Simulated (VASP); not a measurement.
Write the native input for VASP 6.6.1 that does the following.

- Task: single point
- Functional: PBE
- Dispersion: D3(BJ)
- Potentials or basis: VASP PAW PBE potentials, release 64 (O, C)
- Cutoff: 520 eV
- k mesh: 1 × 1 × 1
- Occupations: fermi-dirac, width 0.02 eV
- Spin: no spin polarisation
- Dipole correction: no
- Further INCAR settings: LREAL = Auto; ALGO = Normal; EDIFF = 1e-07; NBANDS = 54

The structure of CO lies in POSCAR:

```
CO
1.0
    7.7417530000      0.0000000000      0.0000000000
    0.0000000000      7.7417530000      0.0000000000
    0.0000000000      0.0000000000      7.7417530000
O C
8 8
Direct
    0.4936220517      0.6372071028      0.0691057955
    0.9175828782      0.8298378933      0.8318012729
    0.3189458512      0.0189879476      0.1160589856
    0.1464655356      0.3936059443      0.7786479367
    0.7951429088      0.0520683106      0.3566763238
    0.4874348226      0.0553104704      0.7393545105
    1.0439625237      0.5498754610      0.2988728780
    0.4192073811      0.6083635063      0.5034131159
    0.5463749618      0.7681851901      0.0227080352
    0.9091480960      0.8314395977      0.6861236725
    0.3217746678      0.1651693098      0.1333935609
    0.1611521318      0.2813703821      0.6820806605
    0.7456579924     -0.0619239596      0.2771077817
    0.5601961210     -0.0582942907      0.6699645416
    0.9787318195      0.5018759963      0.1754383019
    0.5517096709      0.5937027441      0.4412695678
```

These files were run (other wordings do the same):

INCAR

```
  PREC = Accurate
  ENCUT = 520
  EDIFF = 1E-7
  ISMEAR = -1
  SIGMA = 0.02
  LREAL = Auto
  LASPH = True
  NELM = 60
  ALGO = Normal
  ISIF = 2
  LWAVE = False
  LCHARG = True
  GGA = PE
  IVDW = 12
  LELF = True
  LVHAR = True
  NBANDS = 54
```

KPOINTS

```
regular mesh
0
Gamma
  1 1 1
```

Potentials or basis: VASP PAW PBE potentials, release 64 (O, C).

Command:

```console
$ cat potpaw_PBE.64/O/POTCAR potpaw_PBE.64/C/POTCAR > POTCAR
$ mpirun -np 1 vasp_gam > vasp.out
```

Results of the run:

The pressure is -0.1 GPa and the largest force is 3.418 eV/Å. The dispersion energy per atom is -0.046 eV.

Caveat: the k points lie up to 0.81 Å⁻¹ apart.

It took 110 s on 1 thread of Intel Xeon 8259CL (shared host), peak memory 0.43 GiB.
